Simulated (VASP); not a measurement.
**LiF: electric field gradients with PBE**

Crystal: LiF.

```
Li F
1.0
     0.00000    1.97289    1.97289
     1.97289    0.00000    1.97289
     1.97289    1.97289    0.00000
Li F
1 1
Cartesian
  0.0000 0.0000 0.0000
  1.9729 1.9729 1.9729
```

This cell differs from its parent crystal: volume scaled by 0.94.

```
Program                : VASP 6.6.1
Task                   : electric field gradients
Functional             : PBE
Potentials or basis    : VASP PAW PBE potentials, release 64 (Li_sv, F)
Cutoff                 : 520 eV
k mesh                 : 10 × 10 × 10
Occupations            : fermi-dirac, width 0.03 eV
Spin                   : no spin polarisation
Dipole correction      : no
Further INCAR settings : ALGO = Normal; EDIFF = 1e-08; NBANDS = 12
```

- Band gap on the k mesh: 9.66 eV, direct

Levels at points of the mesh, in eV from the valence-band top:
| k point | band 3 | band 4 | band 5 | band 6 | band 7 | band 8 |
| --- | --- | --- | --- | --- | --- | --- |
| (0.00, 0.00, 0.00) | 0.00 | 0.00 | 0.00 | 9.66 | 24.80 | 24.80 |
| (0.50, 0.00, 0.00) | -2.71 | -0.25 | -0.25 | 11.10 | 17.49 | 19.39 |
| (0.50, 0.50, 0.00) | -3.28 | -1.09 | -1.09 | 15.41 | 16.76 | 18.22 |

Run time: 6.6 s on 1 thread of AMD EPYC 9R45 96-Core Processor (Zen 5), with other jobs on the host, peak memory 0.1 GiB.

Caveat: without QUAD_EFG the Cq values of the log hold for a quadrupole moment of 1 mb, not for the nuclei. A k mesh can miss the band edges.
